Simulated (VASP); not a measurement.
# RbSi2 (P-3m1) in VASP: further runs

RbSi2 is run at these levels: PBE; tasks: relaxation of shape and atoms at fixed volume.

Everything below comes from runs of VASP 6.6.1. Logs are shortened: lines on timing, memory, paths and dates and some standing lists are left out, and cuts for length are marked.

## (1) The cell of the first run

It takes space group P-3m1 (No. 164, trigonal). Conventional cell: a = 3.848 Å, b = 3.848 Å, c = 5.668 Å, α = 90.00°, β = 90.00°, γ = 120.00°. Within 4.4 Å of Rb (site symmetry -3m) lie 12 Si at 3.37 to 3.84 Å and 6 Rb at 3.85 Å. Within 3.0 Å of Si (site symmetry 3m) lie 3 Si at 2.30 Å.

## (2) Relaxation of shape and atoms at fixed volume, PBE (volume scaled by 0.88)

The input, INCAR:

```
SYSTEM = RbSi2
PREC = Accurate
ENCUT = 600
EDIFF = 1E-7
ISMEAR = 0
SIGMA = 0.1
LREAL = .False.
LASPH = .True.
NELM = 80
ALGO = Normal
ISIF = 4
LWAVE = .False.
LCHARG = .False.
GGA = PE
IBRION = 2
NSW = 50
EDIFFG = -0.01
```

The input, KPOINTS:

```
Automatic mesh
0
Gamma
  12 12 8
  0 0 0
```

The input, POSCAR:

```
RbSi2
1.0
    3.8483733058      0.0000000000      0.0000000000
   -1.9241866529      3.3327890461      0.0000000000
    0.0000000000      0.0000000000      5.6681778426
Rb Si
1 2
Direct
    0.0000000000      0.0000000000      0.0000000000
    0.3333333333      0.6666666667      0.4473171254
    0.6666666667      0.3333333333      0.5526828746
```

Potentials or basis: VASP PAW PBE potentials, release 64 (Rb_sv, Si).

The run is started by

```sh
$ cat potpaw_PBE.64/Rb_sv/POTCAR potpaw_PBE.64/Si/POTCAR > POTCAR
$ mpirun -np 1 vasp_std > vasp.out
```

OUTCAR:

```text
SYSTEM = RbSi2
   PREC = Accurate
   ENCUT = 600
   EDIFF = 1E-7
   ISMEAR = 0
   LREAL = .False.
   LASPH = .True.
   NELM = 80
   ISIF = 4
   GGA = PE
   IBRION = 2
   NSW = 50
   EDIFFG = -0.01

 ion  position               nearest neighbor table
   1  0.000  0.000  0.000-   2 3.37   3 3.37   3 3.37   2 3.37   3 3.37   2 3.37   3 3.84   2 3.84
                             3 3.84   2 3.84   3 3.84   2 3.84
   2  0.333  0.667  0.447-   3 2.30   3 2.30   3 2.30   1 3.37   1 3.37   1 3.37   1 3.84   1 3.84
                             1 3.84
   3  0.667  0.333  0.553-   2 2.30   2 2.30   2 2.30   1 3.37   1 3.37   1 3.37   1 3.84   1 3.84
                             1 3.84

  LATTYP: Found a hexagonal cell.
 ALAT       =     3.8483733058
 C/A-ratio  =     1.4728763018

  Lattice vectors:

 A1 = (   3.8483733058,   0.0000000000,   0.0000000000)
 A2 = (  -1.9241866529,   3.3327890461,   0.0000000000)
 A3 = (   0.0000000000,   0.0000000000,   5.6681778426)

Analysis of symmetry for initial positions (statically):
=====================================================================
 Subroutine PRICEL returns:
 Original cell was already a primitive cell.

 Routine SETGRP: Setting up the symmetry group for a
 hexagonal supercell.

 Subroutine GETGRP returns: Found 12 space group operations
 (whereof 12 operations were pure point group operations)
 out of a pool of 24 trial point group operations.

The static configuration has the point symmetry D_3d.

Analysis of symmetry for dynamics (positions and initial velocities):
=====================================================================
 Subroutine PRICEL returns:
 Original cell was already a primitive cell.

 Routine SETGRP: Setting up the symmetry group for a
 hexagonal supercell.

 Subroutine GETGRP returns: Found 12 space group operations
 (whereof 12 operations were pure point group operations)
 out of a pool of 24 trial point group operations.

The dynamic configuration has the point symmetry D_3d.

 Subroutine INISYM returns: Found 12 space group operations
 (whereof 12 operations are pure point group operations),
 and found     1 'primitive' translations

----------------------------------------------------------------------------------------

                                     Primitive cell

  volume of cell :      72.6990

  direct lattice vectors                    reciprocal lattice vectors
     3.848373306  0.000000000  0.000000000     0.259850051  0.150024497  0.000000000
    -1.924186653  3.332789046  0.000000000     0.000000000  0.300048994  0.000000000
     0.000000000  0.000000000  5.668177843     0.000000000  0.000000000  0.176423540

  length of vectors
     3.848373306  3.848373306  5.668177843     0.300048994  0.300048994  0.176423540

  position of ions in fractional coordinates (direct lattice)
     0.000000000  0.000000000  0.000000000
     0.333333333  0.666666667  0.447317125
     0.666666667  0.333333333  0.552682875

  ion indices of the primitive-cell ions
   primitive index   ion index
                 1           1
                 2           2
                 3           3

----------------------------------------------------------------------------------------

 KPOINTS: Automatic mesh

Automatic generation of k-mesh.
 Grid dimensions read from file:
 generate k-points for:   12   12    8

 Generating k-lattice:

  Cartesian coordinates                     Fractional coordinates (reciprocal lattice)
     0.021654171  0.012502041  0.000000000     0.083333333  0.000000000  0.000000000
     0.000000000  0.025004083  0.000000000     0.000000000  0.083333333  0.000000000
     0.000000000  0.000000000  0.022052942     0.000000000  0.000000000  0.125000000

  Length of vectors
     0.025004083  0.025004083  0.022052942

  Shift w.r.t. Gamma in fractional coordinates (k-lattice)
     0.000000000  0.000000000  0.000000000

 Subroutine IBZKPT returns following result:
 ===========================================

 Found    131 irreducible k-points:

 Following reciprocal coordinates:
            Coordinates               Weight
  0.000000  0.000000  0.000000      1.000000
  0.083333  0.000000  0.000000      6.000000
  0.166667  0.000000  0.000000      6.000000
  0.250000  0.000000  0.000000      6.000000
  0.333333  0.000000  0.000000      6.000000
  0.416667  0.000000  0.000000      6.000000
[... 16 lines left out ...]
  0.166667  0.000000  0.125000      6.000000
  0.000000  0.166667  0.125000      6.000000
 [... further k-points ...]
   k-points           NKPTS =    131   k-points in BZ     NKDIM =    131   number of bands    NBANDS=     12
   number of dos      NEDOS =    301   number of ions     NIONS =      3
   total plane-waves  NPLWV =  49152
   dimension x,y,z NGX =    32 NGY =   32 NGZ =   48
   dimension x,y,z NGXF=    64 NGYF=   64 NGZF=   96
   ions per type =               1   2
   NGX,Y,Z   is equivalent  to a cutoff of  13.82, 13.82, 14.08 a.u.
   NGXF,Y,Z  is equivalent  to a cutoff of  27.65, 27.65, 28.16 a.u.
 SYSTEM =  RbSi2
   PREC   = accura    normal or accurate (medium, high low for compatibility)
   ISTART =      0    job   : 0-new  1-cont  2-samecut
   ICHARG =      2    charge: 1-file 2-atom 10-const
   ISPIN  =      1    spin polarized calculation?
   LNONCOLLINEAR =      F non collinear calculations
   LSORBIT =      F    spin-orbit coupling
   LASPH  =      T    aspherical Exc in radial PAW
   ENCUT  =  600.0 eV  44.10 Ry    6.64 a.u.   7.69  7.69 11.32*2*pi/ulx,y,z
   NELM   =     80;   NELMIN=  2; NELMDL= -5     # of ELM steps
   EDIFF  = 0.1E-06   stopping-criterion for ELM
   LREAL  =      F    real-space projection
   EDIFFG = -.1E-01   stopping-criterion for IOM
   NSW    =     50    number of steps for IOM
   IBRION =      2    ionic relax: 0-MD 1-quasi-New 2-CG
   NFREE  =      1    steps in history (QN), initial steepest desc. (CG)
   ISIF   =      4    stress and relaxation
   ISYM   =      2    0-nonsym 1-usesym 2-fastsym
   POTIM  = 0.5000    time-step for ionic-motion
   TEBEG  =    0.0;   TEEND  =   0.0 temperature during run
   PSTRESS=    0.0 pullay stress
   NELECT =      17.0000    total number of electrons
   NUPDOWN=      -1.0000    fix difference up-down
   EMIN   =  10.00;   EMAX   =-10.00  energy-range for DOS
   EFERMI =   0.00;   METHOD = LEGACY
   ISMEAR =     0;   SIGMA  =   0.10  broadening in eV -4-tet -1-fermi 0-gaus
   EFERMI_NEDOS =   21; number of points for ismear=-14 and -15
   IALGO  =     38    algorithm
   IMIX   =      4    mixing-type and parameters
     AMIX     =   0.40;   BMIX     =  1.00
     AMIX_MAG =   1.60;   BMIX_MAG =  1.00
  volume/ion in A,a.u.               =      24.23       163.53
  Fermi-wavevector in a.u.,A,eV,Ry     =   1.008591  1.905960 13.840598  1.017255
  Thomas-Fermi vector in A             =   2.141467
   LORBIT       =      0    0 simple, 1 ext, 2 COOP (PROOUT), +10 PAW based schemes
   GGA     = PE    functional components
   LHFCALC =     F    Hartree Fock is set to
   AEXX    =    0.0000 exact exchange contribution
   IVDW    =     0    specifies the selected vdW correction
   LEPSILON=     F    determine dielectric tensor
   LRPA    =     F    only Hartree local field effects (RPA)
 conjugate gradient relaxation of ions
 non-spin polarized calculation
 Gauss-broadening in eV      SIGMA  =   0.10
  energy-cutoff  :      600.00
  volume of cell :       72.70
 maximum number of plane-waves:      2458
 NGX is ok and might be reduce to    32
   NGX = 15   NGY = 15   NGZ = 23

--------------------------------------- Ionic step        1  -------------------------------------------

 number of electron      17.0000000 magnetization

 Free energy of the ion-electron system (eV)
  ---------------------------------------------------
  ext. energy  EPLUGINS =         0.00000000
  ---------------------------------------------------
  free energy    TOTEN  =       -11.43025739 eV

  energy without entropy =      -11.42556117  energy(sigma->0) =      -11.42790928

------------------------ aborting loop because EDIFF is reached ----------------------------------------

  FORCE on cell =-STRESS in cart. coord.  units (eV):
  Direction    XX          YY          ZZ          XY          YZ          ZX
  --------------------------------------------------------------------------------------
  -------------------------------------------------------------------------------------
  Total        2.9496471      2.9496471      2.5107318      0.0000000      0.0000000     -0.0000000
  in kB       65.0058063     65.0058063     55.3327707      0.0000000      0.0000000     -0.0000000
  external PRESSURE =      61.7814611 kB  Pullay stress =       0.0000000 kB
[... 59 lines left out ...]
  energy  without entropy=      -11.4271688202  energy(sigma->0) =      -11.42948625

--------------------------------------- Ionic step        3  -------------------------------------------

 number of electron      17.0000000 magnetization

 Free energy of the ion-electron system (eV)
  ---------------------------------------------------
  ext. energy  EPLUGINS =         0.00000000
  ---------------------------------------------------
  free energy    TOTEN  =       -11.43201584 eV

  energy without entropy =      -11.42742871  energy(sigma->0) =      -11.42972227

 E-fermi :   4.6863     XC(G=0):  -9.0659

 val. band max:        4.6630932405   @ k =   0.0000   0.3333   0.1250
 cond. band min:       4.7040832636   @ k =   0.5000   0.0000   0.0000
 fundamental gap:      0.0409900231
 Fermi energy:         4.6862923979

 k-point     1 :       0.0000    0.0000    0.0000
  band No.  band energies     occupation
      1     -23.0537      2.00000
      2      -7.3831      2.00000
      3      -6.8499      2.00000
      4      -6.8499      2.00000
      5      -6.8112      2.00000
      6       1.3805      2.00000
      7       3.1800      2.00000
      8       3.1800      2.00000
      9       4.3114      2.00000
     10       6.1138      0.00000
     11       7.1736      0.00000
     12       7.1736      0.00000
[... 331 lines left out ...]
 k-point    24 :       0.0000    0.1667    0.1250
  band No.  band energies     occupation
      1     -23.0321      2.00000
      2      -7.4638      2.00000
      3      -7.1461      2.00000
      4      -6.8990      2.00000
      5      -6.2213      2.00000
      6       0.9786      2.00000
      7       1.6179      2.00000
      8       2.6971      2.00000
      9       4.9484      0.00021
     10       6.2462      0.00000
     11       8.1487      0.00000
     12       8.2467      0.00000

 [... further k-points ...]

------------------------ aborting loop because EDIFF is reached ----------------------------------------

  FORCE on cell =-STRESS in cart. coord.  units (eV):
  Direction    XX          YY          ZZ          XY          YZ          ZX
  --------------------------------------------------------------------------------------
  -------------------------------------------------------------------------------------
  Total        2.6909816      2.6909816      2.6894353      0.0000000      0.0000000     -0.0000000
  in kB       59.3052058     59.3052058     59.2711277      0.0000000      0.0000000     -0.0000000
  external PRESSURE =      59.2938464 kB  Pullay stress =       0.0000000 kB
[... 18 lines left out ...]
  FREE ENERGIE OF THE ION-ELECTRON SYSTEM (eV)
  ---------------------------------------------------
  free  energy   TOTEN  =       -11.4320158363 eV

  energy  without entropy=      -11.4274287068  energy(sigma->0) =      -11.42972227

 reached required accuracy - stopping structural energy minimisation
```

Wall time 3.2 min (1 thread of Intel Xeon 6975P-C, shared host); peak memory 0.32 GiB.

Results:

- Free energy: -11.4320 eV
- Energy gained by relaxing: 0.6 meV/atom
- Ionic steps: 3
- Pressure after relaxing: 5.9 GPa
- Largest force after relaxing: 0.006 eV/Å

Forces in eV/Å, atoms in the order of the input:
```
Rb   0.000  0.000  0.000
Si   0.000  0.000  0.006
Si   0.000  0.000 -0.006
```

Step by step:
| step | energy change (eV) | largest force (eV/Å) | pressure (GPa) | volume (Å³) |
| --- | --- | --- | --- | --- |
| 1 | 0.0000 | 0.0493 | 6.18 | 72.70 |
| 2 | -0.0015 | 0.0136 | 6.02 | 72.70 |
| 3 | -0.0018 | 0.0057 | 5.93 | 72.70 |

Final structure:
```yaml
crystal:
  lattice:
    - [3.86247, 0.00000, 0.00000]
    - [-1.93123, 3.34499, 0.00000]
    - [0.00000, 0.00000, 5.62689]
  atoms:
    - { symbol: Rb, position: [0.00000, 0.00000, 0.00000] }
    - { symbol: Si, position: [0.33333, 0.66667, 0.44667] }
    - { symbol: Si, position: [0.66667, 0.33333, 0.55333] }
```

Caveat: the cell differs from its parent crystal (volume scaled by 0.88).

## (3) Relaxation of shape and atoms at fixed volume, PBE (volume scaled by 0.91)

The input, INCAR:

```
PREC = Accurate
ENCUT = 600
EDIFF = 1E-6
ISMEAR = 0
SIGMA = 0.1
LREAL = False
LASPH = True
NELM = 100
ALGO = Normal
ISIF = 4
LWAVE = False
LCHARG = False
GGA = PE
IBRION = 2
NSW = 50
EDIFFG = -0.01
```

The input, KPOINTS:

```
Automatic mesh
0
Gamma
  12 12 8
```

The input, POSCAR:

```
RbSi2
1.0
    3.8763366928      0.0000000000      0.0000000000
   -1.9381683464      3.3570060496      0.0000000000
    0.0000000000      0.0000000000      5.7771492950
Rb Si
1 2
Direct
    0.0000000000      0.0000000000      0.0000000000
    0.3333333333      0.6666666667      0.4478767064
    0.6666666667      0.3333333333      0.5521232936
```

Potentials or basis: VASP PAW PBE potentials, release 64 (Rb_sv, Si).

The run is started by

```sh
$ cat potpaw_PBE.64/Rb_sv/POTCAR potpaw_PBE.64/Si/POTCAR > POTCAR
$ mpirun -np 1 vasp_std > vasp.out
```

Run time: 2.8 min. Hardware: 1 thread of Intel Xeon 6975P-C, shared host; peak memory 0.32 GiB.

It converged, with:

| Quantity | Value |
| --- | --- |
| Free energy | -11.5090 eV |
| Energy gained by relaxing | 0.6 meV/atom |
| Ionic steps | 3 |
| Pressure after relaxing | 4.1 GPa |

The path:
```
step  energy change (eV)  largest force (eV/Å)  pressure (GPa)  volume (Å³)
   1              0.0000                0.0439            4.31        75.18
   2             -0.0014                0.0137            4.17        75.18
   3             -0.0017                0.0018            4.09        75.18
```

Final structure:
```yaml
crystal:
  lattice:
    - [3.88968, 0.00000, 0.00000]
    - [-1.94484, 3.36857, 0.00000]
    - [0.00000, 0.00000, 5.73757]
  atoms:
    - { symbol: Rb, position: [0.00000, 0.00000, 0.00000] }
    - { symbol: Si, position: [0.33333, 0.66667, 0.44732] }
    - { symbol: Si, position: [0.66667, 0.33333, 0.55268] }
```

Levels at points of the mesh, in eV from the Fermi level:
```csv
k point,band 4,band 5,band 6,band 7,band 8,band 9,band 10,band 11,band 12
"(0.00, 0.00, 0.00)",-11.62,-11.38,-3.36,-1.48,-1.48,-0.41,1.30,2.49,2.49
"(0.50, 0.00, 0.00)",-11.80,-8.96,-7.57,-2.83,-2.53,-0.02,0.23,2.33,3.96
"(0.00, 0.00, 0.50)",-11.61,-10.49,-4.60,-1.43,-1.43,1.36,2.13,2.13,2.26
"(0.50, 0.00, 0.50)",-11.79,-9.18,-7.28,-2.95,-1.84,-1.23,0.70,3.12,3.65
```

Caveat: the cell differs from its parent crystal (volume scaled by 0.91).

## (4) Relaxation of shape and atoms at fixed volume, PBE (volume scaled by 0.94)

The input, INCAR:

```
PREC     = Accurate       # precision mode
ENCUT    = 600            # plane-wave cutoff, eV
EDIFF    = 1E-7           # SCF threshold, eV
ISMEAR   = 0              # smearing method
SIGMA    = 0.1            # smearing width, eV
LREAL    = False          # projectors in reciprocal space
LASPH    = True           # aspherical terms in the spheres
NELM     = 100            # most SCF steps
ALGO     = Normal         # electronic algorithm
ISIF     = 4              # what is computed and relaxed
LWAVE    = False          # write WAVECAR
LCHARG   = False          # write CHGCAR
GGA      = PE             # functional
IBRION   = 2              # ionic algorithm
NSW      = 50             # ionic steps
EDIFFG   = -0.01          # ionic threshold
```

KPOINTS is that of step 3.

The input, POSCAR:

```
RbSi2
1.0
    3.9036414522      0.0000000000      0.0000000000
   -1.9518207261      3.3806526648      0.0000000000
    0.0000000000      0.0000000000      5.8844136521
Rb Si
1 2
Direct
    0.0000000000      0.0000000000      0.0000000000
    0.3333333333      0.6666666667      0.4484364215
    0.6666666667      0.3333333333      0.5515635785
```

The run is started by

```sh
$ cat potpaw_PBE.64/Rb_sv/POTCAR potpaw_PBE.64/Si/POTCAR > POTCAR
$ mpirun -np 1 vasp_std > vasp.out
```

Run time: 3.3 min. Hardware: 1 thread of Intel Xeon 6975P-C, shared host; peak memory 0.33 GiB.

The run converged. Its results:

- Free energy: -11.5596 eV
- Energy gained by relaxing: 0.5 meV/atom
- Ionic steps: 3
- Pressure after relaxing: 2.5 GPa
- Largest force after relaxing: 0.004 eV/Å

Forces in eV/Å, atoms in the order of the input:
```
Rb   0.000  0.000  0.000
Si   0.000  0.000  0.004
Si   0.000  0.000 -0.004
```

Step by step:
| step | energy change (eV) | largest force (eV/Å) | pressure (GPa) | volume (Å³) |
| --- | --- | --- | --- | --- |
| 1 | 0.0000 | 0.0390 | 2.72 | 77.66 |
| 2 | -0.0013 | 0.0139 | 2.59 | 77.66 |
| 3 | -0.0015 | 0.0039 | 2.49 | 77.66 |

Final structure:
```
Rb Si
1.0
     3.91817    0.00000    0.00000
    -1.95909    3.39324    0.00000
     0.00000    0.00000    5.84085
Rb Si
1 2
Cartesian
  0.0000 0.0000 0.0000
  0.0000 2.2622 2.6160
  1.9591 1.1311 3.2248
```

Levels at points of the mesh, in eV from the Fermi level:
```
           k point  band 4  band 5  band 6  band 7  band 8  band 9  band 10  band 11  band 12
(0.00, 0.00, 0.00)  -11.69  -11.25   -3.39   -1.46   -1.46   -0.44     1.17     2.48     2.48
(0.50, 0.00, 0.00)  -11.86   -8.92   -7.49   -2.80   -2.46   -0.05     0.27     2.26     3.91
(0.00, 0.00, 0.50)  -11.69  -10.51   -4.54   -1.42   -1.42    1.21     2.15     2.16     2.16
(0.50, 0.00, 0.50)  -11.85   -9.10   -7.25   -2.90   -1.85   -1.18     0.69     3.05     3.58
```

Caveat: the cell differs from its parent crystal (volume scaled by 0.94).

## (5) The runs side by side

| cell | gap on the mesh (eV) | pressure (GPa) |
| --- | --- | --- |
| relaxed from a = 3.848, b = 3.848, c = 5.668 Å, angles 90.0, 90.0, 120.0°, 3 atoms | none | 5.9 |
| relaxed from a = 3.876, b = 3.876, c = 5.777 Å, angles 90.0, 90.0, 120.0°, 3 atoms | none | 4.1 |
| relaxed from a = 3.904, b = 3.904, c = 5.884 Å, angles 90.0, 90.0, 120.0°, 3 atoms | none | 2.5 |

Alike in all rows: task relaxation of shape and atoms at fixed volume; level PBE; potentials or basis VASP PAW PBE potentials, release 64 (Rb_sv, Si); no spin polarisation; k mesh 12 × 12 × 8; cutoff (eV) 600; smearing gaussian 0.1 eV.

Total energies depend on the potentials used, so only differences within one code and one set of settings carry meaning.
